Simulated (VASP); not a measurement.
MoS2, 3 atoms in the cell. It takes space group R3m (No. 160, trigonal). Conventional cell: a = 3.163 Å, b = 3.163 Å, c = 18.370 Å, α = 90.00°, β = 90.00°, γ = 120.00°. Mo (site symmetry 3m) has 6 S at 2.36 Å and 6 Mo at 3.16 Å within 3.2 Å. S (site symmetry 3m) has 3 Mo at 2.36 Å and 7 S at 3.00 to 3.16 Å within 3.2 Å. Within 3.2 Å of S (site symmetry 3m) lie 3 Mo at 2.36 Å and 7 S at 3.00 to 3.16 Å. 

| Quantity | Value |
| --- | --- |
| Program | VASP 6.6.1 |
| Task | single point |
| Functional | r2SCAN |
| Potentials or basis | VASP PAW PBE potentials, release 64 (Mo_sv, S) |
| Cutoff | 550 eV |
| k mesh | 7 × 7 × 7 |
| Occupations | gaussian, width 0.05 eV |
| Spin | collinear spin |
| Starting moments | [2.0, 0.0, 0.0] μB |
| Hubbard terms | Mo d U = 3.0 eV |
| Dipole correction | no |
| Further INCAR settings | ALGO = Normal; EDIFF = 1e-06; NBANDS = 24 |

Potentials or basis: VASP PAW PBE potentials, release 64 (Mo_sv, S).

Run with:

```console
$ cat potpaw_PBE.64/Mo_sv/POTCAR potpaw_PBE.64/S/POTCAR > POTCAR
$ cp INCAR.step1 INCAR
$ mpirun -np 1 vasp_std > vasp.out
$ cp INCAR.step2 INCAR
$ mpirun -np 1 vasp_std > vasp.out
```

Hardware: 1 thread of Intel Xeon 8259CL, with other jobs on the host.

**Question.** How long does it take, and how much memory?

**Answer.** Wall time 48 min on 1 thread of Intel Xeon 8259CL (shared host), peak memory 0.54 GiB. Counts: k points 44.
